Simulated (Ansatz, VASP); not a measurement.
## Two plane-wave programs on Ru

```
Ru
1.0
     2.70595    0.00000    0.00000
    -1.35297    2.34342    0.00000
     0.00000    0.00000    4.25791
Ru
2
Direct
  0.33333 0.66667 0.25000
  0.66667 0.33333 0.75000
```

Alike in both runs: task single point; functional r2SCAN; k mesh 2 × 2 × 1; occupations fermi-dirac, width 0.1 eV; no spin polarisation.

|  | VASP | Ansatz |
| --- | --- | --- |
| version | VASP 6.6.1 | Ansatz 0.2.0 |
| potentials or method | VASP PAW PBE potentials, release 64 (Ru_pv), cutoff 520 eV | plane waves (500 eV) with PAW, scalar-relativistic |
| valence electrons in the cell | 28 | 32 |

VASP gave:

```
pressure (GPa)                                                : 8.9
traceless stress, the component that is largest in VASP (GPa) : 6.67
```

Question: Estimate Ansatz's values.

Answer: Pressure (GPa): 7.0; traceless stress, the component that is largest in VASP (GPa): 6.21.

VASP's potentials were made for PBE, not for r2SCAN. With one functional, cell and mesh, what is left measures potentials, basis and numerics. VASP's potentials hold 28 valence electrons a cell and Ansatz's 32, so a difference there can come from the potentials and not from the codes.

The k mesh is coarse, so the values compare programs but aren't converged.
